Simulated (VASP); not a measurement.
Crystal: TiAl.

```xyz
2
Lattice="2.4728 0.0000 0.0000 -1.2364 2.1415 0.0000 0.0000 0.0000 5.4717" Properties=species:S:1:pos:R:3 pbc="T T T"
Ti    0.0000    0.0000    0.0000
Al    0.0000    0.0000    2.7359
```

The cell was built from a structure type or drawn by symmetry, and may not be a known phase.

* Program: VASP 6.6.1
* Task: relaxation of cell and atoms
* Functional: PBE
* Potentials or basis: VASP PAW PBE potentials, release 64 (Ti_sv, Al)
* Cutoff: 600 eV
* k mesh: 6 × 6 × 4
* Occupations: gaussian, width 0.1 eV
* Spin: no spin polarisation

At the start: pressure 31.0 GPa; volume 14.49 Å³/atom.

Question: How do energy, volume and symmetry change on relaxing?

Answer: Over 8 steps the energy falls by 497.7 meV/atom and the volume is 18.27 Å³/atom (+26.1 %); space group P6/mmm (No. 191, to 0.1 Å) before and after.

Step by step:
| step | energy change (eV) | largest force (eV/Å) | pressure (GPa) | volume (Å³) |
| --- | --- | --- | --- | --- |
| 1 | 0.0000 | 0.0000 | 31.04 | 28.98 |
| 2 | 0.6523 | 0.0000 | -3.35 | 41.94 |
| 3 | -0.8736 | 0.0000 | -6.14 | 40.25 |
| 4 | -0.9362 | 0.0000 | -2.83 | 38.11 |
| 5 | -0.9813 | 0.0000 | -1.85 | 37.43 |
| 6 | -0.9812 | 0.0000 | -1.52 | 37.25 |
| 7 | -0.9947 | 0.0000 | 0.20 | 36.39 |
| 8 | -0.9954 | 0.0000 | -0.07 | 36.53 |

Final structure:
```cif
data_structure
_symmetry_space_group_name_H-M 'P 1'
_symmetry_Int_Tables_number 1
_cell_length_a 2.8088
_cell_length_b 2.8088
_cell_length_c 5.3465
_cell_angle_alpha 90.000
_cell_angle_beta 90.000
_cell_angle_gamma 120.000
_cell_volume 36.53
loop_
_atom_site_label
_atom_site_type_symbol
_atom_site_fract_x
_atom_site_fract_y
_atom_site_fract_z
_atom_site_occupancy
Ti1 Ti 0.00000 0.00000 0.00000 1
Al1 Al 0.00000 0.00000 0.50000 1
```

Caveat: the k points lie up to 0.43 Å⁻¹ apart in the final cell, too coarse for converged energies and pressures of a metal; the volume moved by over 15 % at a fixed basis, so the end points are rough.
